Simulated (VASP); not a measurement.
# BP (km) (F-43m) in VASP: single point with PBEsol

Aim: the single point of BP (km) with PBEsol.

Program: VASP 6.6.1. These are calculated values, not measurements. Logs are shortened: lines on timing, memory, paths and dates and some standing lists are left out, and cuts for length are marked.

### Step 1. The cell of the first run

Symmetry: F-43m, No. 216, cubic system. The conventional cell has a = 4.520 Å, b = 4.520 Å, c = 4.520 Å, α = 90.00°, β = 90.00°, γ = 90.00°. B (site symmetry -43m) has 4 P at 1.96 Å within 2.6 Å. P (site symmetry -43m) has 4 B at 1.96 Å within 2.6 Å.

### Step 2. Single point, PBEsol

The input, INCAR:

```
SYSTEM = BP
  ALGO = Normal
  EDIFF = 1E-6
  ENCUT = 500
  GGA = PS
  GGA_COMPAT = .FALSE.
  ISIF = 2
  ISMEAR = 0
  LASPH = .TRUE.
  LCHARG = .FALSE.
  LREAL = .FALSE.
  LWAVE = .FALSE.
  NBANDS = 11
  NELM = 120
  PREC = Accurate
  SIGMA = 0.02
```

The input, KPOINTS:

```
k-points
0
G
  6 6 6
  0 0 0
```

The input, POSCAR:

```
BP
1.0
    0.0000000000      2.2600812648      2.2600812648
    2.2600812648      0.0000000000      2.2600812648
    2.2600812648      2.2600812648      0.0000000000
B P
1 1
Direct
    0.0000000000      0.0000000000      0.0000000000
    0.7500000000      0.7500000000      0.7500000000
```

Potentials or basis: VASP PAW PBE potentials, release 64 (B, P).

On the command line:

```console
cat potpaw_PBE.64/B/POTCAR potpaw_PBE.64/P/POTCAR > POTCAR
mpirun -np 1 vasp_std > vasp.out
```

OUTCAR:

```text
SYSTEM = BP
   EDIFF = 1E-6
   ENCUT = 500
   GGA = PS
   ISIF = 2
   ISMEAR = 0
   LASPH = .TRUE.
   LREAL = .FALSE.
   NELM = 120
   PREC = Accurate

 ion  position               nearest neighbor table
   1  0.000  0.000  0.000-   2 1.96   2 1.96   2 1.96   2 1.96
   2  0.750  0.750  0.750-   1 1.96   1 1.96   1 1.96   1 1.96

  LATTYP: Found a face centered cubic cell.
 ALAT       =     4.5201625296

  Lattice vectors:

 A1 = (   0.0000000000,   2.2600812648,   2.2600812648)
 A2 = (   2.2600812648,   0.0000000000,   2.2600812648)
 A3 = (   2.2600812648,   2.2600812648,   0.0000000000)

Analysis of symmetry for initial positions (statically):
=====================================================================
 Subroutine PRICEL returns:
 Original cell was already a primitive cell.

 Routine SETGRP: Setting up the symmetry group for a
 face centered cubic supercell.

 Subroutine GETGRP returns: Found 24 space group operations
 (whereof 24 operations were pure point group operations)
 out of a pool of 48 trial point group operations.

The static configuration has the point symmetry T_d .

Analysis of symmetry for dynamics (positions and initial velocities):
=====================================================================
 Subroutine PRICEL returns:
 Original cell was already a primitive cell.

 Routine SETGRP: Setting up the symmetry group for a
 face centered cubic supercell.

 Subroutine GETGRP returns: Found 24 space group operations
 (whereof 24 operations were pure point group operations)
 out of a pool of 48 trial point group operations.

The dynamic configuration has the point symmetry T_d .

 Subroutine INISYM returns: Found 24 space group operations
 (whereof 24 operations are pure point group operations),
 and found     1 'primitive' translations

----------------------------------------------------------------------------------------

                                     Primitive cell

  volume of cell :      23.0888

  direct lattice vectors                    reciprocal lattice vectors
     0.000000000  2.260081265  2.260081265    -0.221230983  0.221230983  0.221230983
     2.260081265  0.000000000  2.260081265     0.221230983 -0.221230983  0.221230983
     2.260081265  2.260081265  0.000000000     0.221230983  0.221230983 -0.221230983

  length of vectors
     3.196237577  3.196237577  3.196237577     0.383183303  0.383183303  0.383183303

  position of ions in fractional coordinates (direct lattice)
     0.000000000  0.000000000  0.000000000
     0.750000000  0.750000000  0.750000000

  ion indices of the primitive-cell ions
   primitive index   ion index
                 1           1
                 2           2

----------------------------------------------------------------------------------------

 KPOINTS: k-points

Automatic generation of k-mesh.
 Grid dimensions read from file:
 generate k-points for:    6    6    6

 Generating k-lattice:

  Cartesian coordinates                     Fractional coordinates (reciprocal lattice)
    -0.036871831  0.036871831  0.036871831     0.166666667  0.000000000  0.000000000
     0.036871831 -0.036871831  0.036871831     0.000000000  0.166666667  0.000000000
     0.036871831  0.036871831 -0.036871831     0.000000000  0.000000000  0.166666667

  Length of vectors
     0.063863884  0.063863884  0.063863884

  Shift w.r.t. Gamma in fractional coordinates (k-lattice)
     0.000000000  0.000000000  0.000000000

 Subroutine IBZKPT returns following result:
 ===========================================

 Found     16 irreducible k-points:

 Following reciprocal coordinates:
            Coordinates               Weight
  0.000000  0.000000  0.000000      1.000000
  0.166667  0.000000  0.000000      8.000000
  0.333333  0.000000  0.000000      8.000000
  0.500000  0.000000  0.000000      4.000000
  0.166667  0.166667  0.000000      6.000000
  0.333333  0.166667  0.000000     24.000000
[... 8 lines left out ...]
 -0.333333  0.333333  0.166667     24.000000
 -0.333333  0.500000  0.166667     12.000000
   k-points           NKPTS =     16   k-points in BZ     NKDIM =     16   number of bands    NBANDS=     11
   number of dos      NEDOS =    301   number of ions     NIONS =      2
   total plane-waves  NPLWV =  13824
   dimension x,y,z NGX =    24 NGY =   24 NGZ =   24
   dimension x,y,z NGXF=    48 NGYF=   48 NGZF=   48
   ions per type =               1   1
   NGX,Y,Z   is equivalent  to a cutoff of  12.48, 12.48, 12.48 a.u.
   NGXF,Y,Z  is equivalent  to a cutoff of  24.97, 24.97, 24.97 a.u.
 SYSTEM =  BP
   PREC   = accura    normal or accurate (medium, high low for compatibility)
   ISTART =      0    job   : 0-new  1-cont  2-samecut
   ICHARG =      2    charge: 1-file 2-atom 10-const
   ISPIN  =      1    spin polarized calculation?
   LNONCOLLINEAR =      F non collinear calculations
   LSORBIT =      F    spin-orbit coupling
   LASPH  =      T    aspherical Exc in radial PAW
   ENCUT  =  500.0 eV  36.75 Ry    6.06 a.u.   5.83  5.83  5.83*2*pi/ulx,y,z
   NELM   =    120;   NELMIN=  2; NELMDL= -5     # of ELM steps
   EDIFF  = 0.1E-05   stopping-criterion for ELM
   LREAL  =      F    real-space projection
   EDIFFG = 0.1E-04   stopping-criterion for IOM
   NSW    =      0    number of steps for IOM
   IBRION =     -1    ionic relax: 0-MD 1-quasi-New 2-CG
   NFREE  =      0    steps in history (QN), initial steepest desc. (CG)
   ISIF   =      2    stress and relaxation
   ISYM   =      2    0-nonsym 1-usesym 2-fastsym
   POTIM  = 0.5000    time-step for ionic-motion
   TEBEG  =    0.0;   TEEND  =   0.0 temperature during run
   PSTRESS=    0.0 pullay stress
   NELECT =       8.0000    total number of electrons
   NUPDOWN=      -1.0000    fix difference up-down
   EMIN   =  10.00;   EMAX   =-10.00  energy-range for DOS
   EFERMI =   0.00;   METHOD = LEGACY
   ISMEAR =     0;   SIGMA  =   0.02  broadening in eV -4-tet -1-fermi 0-gaus
   EFERMI_NEDOS =   21; number of points for ismear=-14 and -15
   IALGO  =     38    algorithm
   IMIX   =      4    mixing-type and parameters
     AMIX     =   0.40;   BMIX     =  1.00
     AMIX_MAG =   1.60;   BMIX_MAG =  1.00
  volume/ion in A,a.u.               =      11.54        77.91
  Fermi-wavevector in a.u.,A,eV,Ry     =   1.149840  2.172883 17.988701  1.322132
  Thomas-Fermi vector in A             =   2.286507
   LORBIT       =      0    0 simple, 1 ext, 2 COOP (PROOUT), +10 PAW based schemes
   GGA     = PS    functional components
   LHFCALC =     F    Hartree Fock is set to
   AEXX    =    0.0000 exact exchange contribution
   IVDW    =     0    specifies the selected vdW correction
   LEPSILON=     F    determine dielectric tensor
   LRPA    =     F    only Hartree local field effects (RPA)
 non-spin polarized calculation
 Gauss-broadening in eV      SIGMA  =   0.02
  energy-cutoff  :      500.00
  volume of cell :       23.09
 maximum number of plane-waves:       598
   NGX = 11   NGY = 11   NGZ = 11

 number of electron       8.0000001 magnetization

 Free energy of the ion-electron system (eV)
  ---------------------------------------------------
  ext. energy  EPLUGINS =         0.00000000
  ---------------------------------------------------
  free energy    TOTEN  =       -13.65494914 eV

  energy without entropy =      -13.65494914  energy(sigma->0) =      -13.65494914

 E-fermi :   7.7296     XC(G=0): -11.0932

 val. band max:        7.5526194840   @ k =   0.0000   0.0000   0.0000
 cond. band min:       8.7511575784   @ k =   0.5000   0.5000   0.0000
 fundamental gap:      1.1985380944
 Fermi energy:         7.7295972781

 k-point     1 :       0.0000    0.0000    0.0000
  band No.  band energies     occupation
      1      -8.0542      2.00000
      2       7.5526      2.00000
      3       7.5526      2.00000
      4       7.5526      2.00000
      5      10.9237      0.00000
      6      10.9237      0.00000
      7      10.9237      0.00000
      8      15.0743      0.00000
      9      18.8726      0.00000
     10      19.7047      0.00000
     11      19.7047      0.00000

 k-point     2 :       0.1667    0.0000    0.0000
  band No.  band energies     occupation
      1      -7.5498      2.00000
      2       4.6728      2.00000
      3       6.8737      2.00000
      4       6.8737      2.00000
      5      11.5665      0.00000
      6      11.8432      0.00000
      7      11.8432      0.00000
      8      16.3092      0.00000
      9      18.4527      0.00000
     10      18.4527      0.00000
     11      20.1467      0.00000

 k-point     3 :       0.3333    0.0000    0.0000
  band No.  band energies     occupation
      1      -6.1097      2.00000
      2       0.7238      2.00000
      3       6.0615      2.00000
      4       6.0615      2.00000
      5      11.4639      0.00000
      6      12.3716      0.00000
      7      12.3716      0.00000
      8      17.5740      0.00000
      9      19.4271      0.00000
     10      19.4271      0.00000
     11      20.9041      0.00000

 k-point     4 :       0.5000    0.0000    0.0000
  band No.  band energies     occupation
      1      -4.6579      2.00000
      2      -1.6321      2.00000
      3       5.7704      2.00000
      4       5.7704      2.00000
      5      11.3542      0.00000
      6      12.2062      0.00000
      7      12.2062      0.00000
      8      17.5173      0.00000
      9      22.2187      0.00000
     10      22.2187      0.00000
     11      22.3007      0.00000
[... 127 lines left out ...]
 k-point    14 :       0.5000    0.3333    0.1667
  band No.  band energies     occupation
      1      -4.8671      2.00000
      2       0.9808      2.00000
      3       2.4365      2.00000
      4       4.2144      2.00000
      5      11.4916      0.00000
      6      12.9762      0.00000
      7      14.0512      0.00000
      8      17.1147      0.00000
      9      20.2918      0.00000
     10      21.1379      0.00000
     11      25.3353      0.00000

 k-point    15 :      -0.3333    0.3333    0.1667
  band No.  band energies     occupation
      1      -3.5249      2.00000
      2      -0.6613      2.00000
      3       1.9485      2.00000
      4       3.4804      2.00000
      5      11.9676      0.00000
      6      13.2311      0.00000
      7      16.1625      0.00000
      8      16.7256      0.00000
      9      18.0567      0.00000
     10      22.4362      0.00000
     11      25.1853      0.00000

 k-point    16 :      -0.3333    0.5000    0.1667
  band No.  band energies     occupation
      1      -2.9017      2.00000
      2      -0.7315      2.00000
      3       2.1275      2.00000
      4       2.2466      2.00000
      5      11.2932      0.00000
      6      11.9107      0.00000
      7      16.7112      0.00000
      8      17.3521      0.00000
      9      20.5409      0.00000
     10      23.8124      0.00000
     11      24.1199      0.00000

------------------------ aborting loop because EDIFF is reached ----------------------------------------

  FORCE on cell =-STRESS in cart. coord.  units (eV):
  Direction    XX          YY          ZZ          XY          YZ          ZX
  --------------------------------------------------------------------------------------
  -------------------------------------------------------------------------------------
  Total        0.0357408      0.0357408      0.0357408      0.0000000      0.0000000     -0.0000000
  in kB        2.4801223      2.4801223      2.4801223      0.0000000      0.0000000     -0.0000000
  external PRESSURE =       2.4801223 kB  Pullay stress =       0.0000000 kB

 VOLUME and BASIS-vectors are now :
 -----------------------------------------------------------------------------
  energy-cutoff  :      500.00
  volume of cell :       23.09
      direct lattice vectors                 reciprocal lattice vectors
     0.000000000  2.260081265  2.260081265    -0.221230983  0.221230983  0.221230983
     2.260081265  0.000000000  2.260081265     0.221230983 -0.221230983  0.221230983
     2.260081265  2.260081265  0.000000000     0.221230983  0.221230983 -0.221230983

 POSITION                                       TOTAL-FORCE (eV/Angst)
 -----------------------------------------------------------------------------------
      0.00000      0.00000      0.00000        -0.000000     -0.000000     -0.000000
      3.39012      3.39012      3.39012         0.000000      0.000000      0.000000
 -----------------------------------------------------------------------------------
    total drift:                               -0.000000     -0.000000     -0.000000

  FREE ENERGIE OF THE ION-ELECTRON SYSTEM (eV)
  ---------------------------------------------------
  free  energy   TOTEN  =       -13.6549491418 eV

  energy  without entropy=      -13.6549491418  energy(sigma->0) =      -13.65494914
```

It took 2.6 s on 1 thread of Intel Xeon Platinum 8375C at 2.90GHz (Ice Lake), shared host; peak memory 0.13 GiB.

Results:

* Free energy: -13.6549 eV
* Pressure: 0.2 GPa
* Band gap on the k mesh: 1.20 eV, indirect (least direct gap 3.37 eV)

Caveat: the PAW data sets were made with another functional, which shifts forces and pressure a little.
